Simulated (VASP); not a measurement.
# Pt (Fm-3m) in VASP: a series of runs, part 2 of 2

VASP 6.6.1.

## Step 3: Single point, LDA

This run uses another cell than the first one, of 14.76 Å³/atom, 0.963 times its volume.

File INCAR:

```
PREC = Accurate
ENCUT = 520
EDIFF = 1E-6
ISMEAR = 0
SIGMA = 0.1
LREAL = F
LASPH = T
NELM = 60
ALGO = Normal
ISIF = 2
LWAVE = F
LCHARG = F
GGA = CA
NBANDS = 11
```

File KPOINTS:

```
regular mesh
0
Gamma
  16 16 16
```

File POSCAR:

```
Pt
1.0
    0.0000000000      1.9467426965      1.9467426965
    1.9467426965      0.0000000000      1.9467426965
    1.9467426965      1.9467426965      0.0000000000
Pt
1
Direct
    0.0000000000      0.0000000000      0.0000000000
```

Potentials or basis: VASP PAW LDA potentials, release 64 (Pt).

On the command line:

```bash
$ cat potpaw_LDA.64/Pt/POTCAR > POTCAR
$ mpirun -np 1 vasp_std > vasp.out
```

Wall time 17 s (1 thread of Intel Xeon Platinum 8259CL at 2.50GHz (Skylake/Cascade Lake), shared host); peak memory 0.13 GiB.

Results (log left out):

```yaml
Free_energy: -7.5089 eV
Pressure: 0.8 GPa
Band_gap_on_the_k_mesh: zero (band 5 reaches 12.08 eV, above the bottom of band 6 at 9.77 eV)
```

Levels at points of the mesh, in eV from the Fermi level:
| k point | band 2 | band 3 | band 4 | band 5 | band 6 | band 7 | band 8 | band 9 |
| --- | --- | --- | --- | --- | --- | --- | --- | --- |
| (0.00, 0.00, 0.00) | -3.94 | -3.94 | -3.94 | -1.67 | -1.67 | 14.58 | 19.62 | 19.62 |
| (0.50, 0.00, 0.00) | -3.99 | -3.99 | -0.55 | 0.07 | 0.07 | 6.02 | 14.15 | 19.06 |
| (0.50, 0.50, 0.00) | -6.87 | 0.05 | 0.53 | 0.53 | 1.74 | 9.13 | 11.43 | 11.43 |

Caveat: spin-orbit coupling is left out, which moves the levels of the heavy elements.

## Step 4: Single point, LDA

This run uses another cell than the first one, of 14.79 Å³/atom, 0.965 times its volume.

File INCAR:

```
SYSTEM = Pt
PREC     = Accurate       ! precision mode
ENCUT    = 520            ! plane-wave cutoff, eV
EDIFF    = 1E-6           ! SCF threshold, eV
ISMEAR   = -1             ! smearing method
SIGMA    = 0.15           ! smearing width, eV
LREAL    = .FALSE.        ! projectors in reciprocal space
LASPH    = .TRUE.         ! aspherical terms in the spheres
NELM     = 100            ! most SCF steps
ALGO     = Normal         ! electronic algorithm
ISIF     = 2              ! what is computed and relaxed
LWAVE    = .FALSE.        ! write WAVECAR
LCHARG   = .FALSE.        ! write CHGCAR
GGA      = CA             ! functional
NBANDS   = 11             ! bands
```

File KPOINTS:

```
Automatic mesh
0
G
  16 16 16
  0 0 0
```

File POSCAR:

```
Pt
1.0
    0.0000000000      1.9484743756      1.9484743756
    1.9484743756      0.0000000000      1.9484743756
    1.9484743756      1.9484743756      0.0000000000
Pt
1
Direct
    0.0000000000      0.0000000000      0.0000000000
```

Potentials or basis: VASP PAW LDA potentials, release 64 (Pt).

On the command line:

```bash
$ cat potpaw_LDA.64/Pt/POTCAR > POTCAR
$ mpirun -np 1 vasp_std > vasp.out
```

OUTCAR:

```text
SYSTEM = Pt
   PREC = Accurate
   ENCUT = 520
   EDIFF = 1E-6
   ISMEAR = -1
   LREAL = .FALSE.
   LASPH = .TRUE.
   NELM = 100
   ISIF = 2
   GGA = CA

 ion  position               nearest neighbor table
   1  0.000  0.000  0.000-

  LATTYP: Found a face centered cubic cell.
 ALAT       =     3.8969487512

  Lattice vectors:

 A1 = (   0.0000000000,   1.9484743756,   1.9484743756)
 A2 = (   1.9484743756,   0.0000000000,   1.9484743756)
 A3 = (   1.9484743756,   1.9484743756,   0.0000000000)

Analysis of symmetry for initial positions (statically):
[... 506 lines left out ...]
      6       9.8658      1.99997
      7      26.7404      0.00000
      8      29.5370      0.00000
      9      31.2078      0.00000
     10      32.0344      0.00000
     11      38.3953      0.00000

 [... further k-points ...]
[... 5 lines left out ...]
  --------------------------------------------------------------------------------------
  -------------------------------------------------------------------------------------
  Total        0.0711098      0.0711098      0.0711098     -0.0000000      0.0000000     -0.0000000
  in kB        7.7006269      7.7006269      7.7006269     -0.0000000      0.0000000     -0.0000000
  external PRESSURE =       7.7006269 kB  Pullay stress =       0.0000000 kB

 VOLUME and BASIS-vectors are now :
 -----------------------------------------------------------------------------
  energy-cutoff  :      520.00
  volume of cell :       14.79
      direct lattice vectors                 reciprocal lattice vectors
     0.000000000  1.948474376  1.948474376    -0.256611022  0.256611022  0.256611022
     1.948474376  0.000000000  1.948474376     0.256611022 -0.256611022  0.256611022
     1.948474376  1.948474376  0.000000000     0.256611022  0.256611022 -0.256611022

 POSITION                                       TOTAL-FORCE (eV/Angst)
 -----------------------------------------------------------------------------------
      0.00000      0.00000      0.00000         0.000000      0.000000      0.000000
 -----------------------------------------------------------------------------------
    total drift:                                0.000000      0.000000     -0.000000

  FREE ENERGIE OF THE ION-ELECTRON SYSTEM (eV)
  ---------------------------------------------------
  free  energy   TOTEN  =        -7.5663381093 eV

  energy  without entropy=       -7.4591018574  energy(sigma->0) =       -7.51271998
```

OSZICAR:

```text
N       E                     dE             d eps       ncg     rms          rms(c)
DAV:   1     0.382478800408E+02    0.38248E+02   -0.53170E+03  3262   0.843E+02
DAV:   2    -0.737820744538E+01   -0.45626E+02   -0.43911E+02  3621   0.178E+02
DAV:   3    -0.799740407892E+01   -0.61920E+00   -0.61538E+00  3691   0.196E+01
DAV:   4    -0.799979261050E+01   -0.23885E-02   -0.23884E-02  3679   0.143E+00
DAV:   5    -0.799981120465E+01   -0.18594E-04   -0.18596E-04  3747   0.118E-01    0.141E+01
DAV:   6    -0.761618521559E+01    0.38363E+00   -0.87386E-01  3445   0.737E+00    0.728E+00
DAV:   7    -0.757108063375E+01    0.45105E-01   -0.14537E-01  3682   0.290E+00    0.264E+00
DAV:   8    -0.756648923376E+01    0.45914E-02   -0.57742E-03  3499   0.723E-01    0.549E-01
DAV:   9    -0.756633457794E+01    0.15466E-03   -0.94511E-05  3592   0.941E-02    0.120E-02
DAV:  10    -0.756633806710E+01   -0.34892E-05   -0.21569E-06  3742   0.996E-03    0.176E-03
DAV:  11    -0.756633810928E+01   -0.42176E-07   -0.44808E-08  1973   0.196E-03
   1 F= -.75663381E+01 E0= -.75127200E+01  d E =-.107236E+00
```

stdout:

```text
POSCAR found type information on POSCAR Pt
 POSCAR found :  1 types and       1 ions
 scaLAPACK will be used
 LDA part: xc-table for (Slater(with rela. corr.)+CA(PZ))
 , standard interpolation
 POSCAR, INCAR and KPOINTS ok, starting setup
 FFT: planning ... GRIDC
 FFT: planning ... GRID_SOFT
 FFT: planning ... GRID
 WAVECAR not read
 entering main loop
```

Wall time 14 s (1 thread of Intel Xeon Platinum 8259CL at 2.50GHz (Skylake/Cascade Lake), shared host); peak memory 0.13 GiB.

What came out:

```
Free energy            : -7.5663 eV
Pressure               : 0.8 GPa
Band gap on the k mesh : zero (band 5 reaches 12.03 eV, above the bottom of band 6 at 9.73 eV)
```

Levels at points of the mesh, in eV from the Fermi level:
| k point | band 3 | band 4 | band 5 | band 6 | band 7 | band 8 |
| --- | --- | --- | --- | --- | --- | --- |
| (0.00, 0.00, 0.00) | -3.95 | -3.95 | -1.69 | -1.69 | 14.55 | 19.58 |
| (0.50, 0.00, 0.00) | -4.01 | -0.58 | 0.03 | 0.03 | 5.96 | 14.12 |
| (0.50, 0.50, 0.00) | 0.01 | 0.50 | 0.50 | 1.71 | 9.06 | 11.38 |

Caveat: spin-orbit coupling is left out, which moves the levels of the heavy elements.

## Step 5: Relaxation of cell and atoms, LDA

This run uses another cell than the first one, of 14.73 Å³/atom, 0.961 times its volume.

File INCAR:

```
PREC     = Accurate       # precision mode
ENCUT    = 600            # plane-wave cutoff, eV
EDIFF    = 1E-6           # SCF threshold, eV
ISMEAR   = 0              # smearing method
SIGMA    = 0.1            # smearing width, eV
LREAL    = F              # projectors in reciprocal space
LASPH    = T              # aspherical terms in the spheres
NELM     = 60             # most SCF steps
ALGO     = Normal         # electronic algorithm
ISIF     = 3              # what is computed and relaxed
LWAVE    = F              # write WAVECAR
LCHARG   = F              # write CHGCAR
GGA      = CA             # functional
IBRION   = 2              # ionic algorithm
NSW      = 100            # ionic steps
EDIFFG   = -0.002         # ionic threshold
```

File KPOINTS:

```
regular mesh
0
Gamma
  16 16 16
```

File POSCAR:

```
Pt
1.0
    0.0000000000      1.9456504822      1.9456504822
    1.9456504822      0.0000000000      1.9456504822
    1.9456504822      1.9456504822      0.0000000000
Pt
1
Direct
    0.0000000000      0.0000000000      0.0000000000
```

On the command line:

```bash
$ cat potpaw_LDA.64/Pt/POTCAR > POTCAR
$ mpirun -np 1 vasp_std > vasp.out
```

Wall time 27 s (1 thread of Intel Xeon Platinum 8259CL at 2.50GHz (Skylake/Cascade Lake), shared host); peak memory 0.15 GiB.

The run converged. Its results:

| Property | Result |
| --- | --- |
| Free energy | -7.5090 eV |
| Relaxed volume | 14.80 Å³/atom |
| Relaxed cell | a = 2.756 Å, b = 2.756 Å, c = 2.756 Å, α = 60.00°, β = 60.00°, γ = 60.00° |
| Space group after relaxing (to 0.05 Å) | Fm-3m (No. 225) |
| Energy gained by relaxing | 0.3 meV/atom |
| Ionic steps | 3 |
| Pressure after relaxing | 0.0 GPa |
| Band gap on the k mesh | zero (band 5 reaches 12.02 eV, above the bottom of band 6 at 9.73 eV) |

Step by step:
```
step  energy change (eV)  largest force (eV/Å)  pressure (GPa)  volume (Å³)
   1              0.0000                0.0000            1.40        14.73
   2              0.0025                0.0000           -4.16        15.01
   3             -0.0003                0.0000            0.00        14.80
```

Final structure:
```yaml
crystal:
  lattice:
    - [0.00000, 1.94858, 1.94858]
    - [1.94858, 0.00000, 1.94858]
    - [1.94858, 1.94858, 0.00000]
  atoms:
    - { symbol: Pt, position: [0.00000, 0.00000, 0.00000] }
```

Levels at points of the mesh, in eV from the Fermi level:
| k point | band 3 | band 4 | band 5 | band 6 | band 7 | band 8 |
| --- | --- | --- | --- | --- | --- | --- |
| (0.00, 0.00, 0.00) | -3.92 | -3.92 | -1.66 | -1.66 | 14.59 | 19.62 |
| (0.50, 0.00, 0.00) | -3.98 | -0.54 | 0.07 | 0.07 | 5.99 | 14.16 |
| (0.50, 0.50, 0.00) | 0.05 | 0.53 | 0.53 | 1.75 | 9.10 | 11.42 |

Caveat: spin-orbit coupling is left out, which moves the levels of the heavy elements.

## Step 6: The runs side by side

```csv
task,cell,k mesh,cutoff (eV),smearing,gap on the mesh (eV),pressure (GPa),relaxed volume (Å³/atom)
relaxation of cell and atoms,"relaxed from a = 2.788 Å, angles 60.0°, 1 atom",8 × 8 × 8,600,gaussian 0.1 eV,none,-0.1,14.77
single point,"a = 2.753 Å, angles 60.0°, 1 atom",16 × 16 × 16,520,gaussian 0.1 eV,none,0.8,-
single point,"a = 2.756 Å, angles 60.0°, 1 atom",16 × 16 × 16,520,fermi-dirac 0.15 eV,none,0.8,-
relaxation of cell and atoms,"relaxed from a = 2.752 Å, angles 60.0°, 1 atom",16 × 16 × 16,600,gaussian 0.1 eV,none,0.0,14.80
```

Alike in all rows: level LDA; potentials or basis VASP PAW LDA potentials, release 64 (Pt); no spin polarisation.

Caveats: spin-orbit coupling is left out, which moves the levels of the heavy elements.

Total energies depend on the potentials used, so only differences within one code and one set of settings carry meaning.
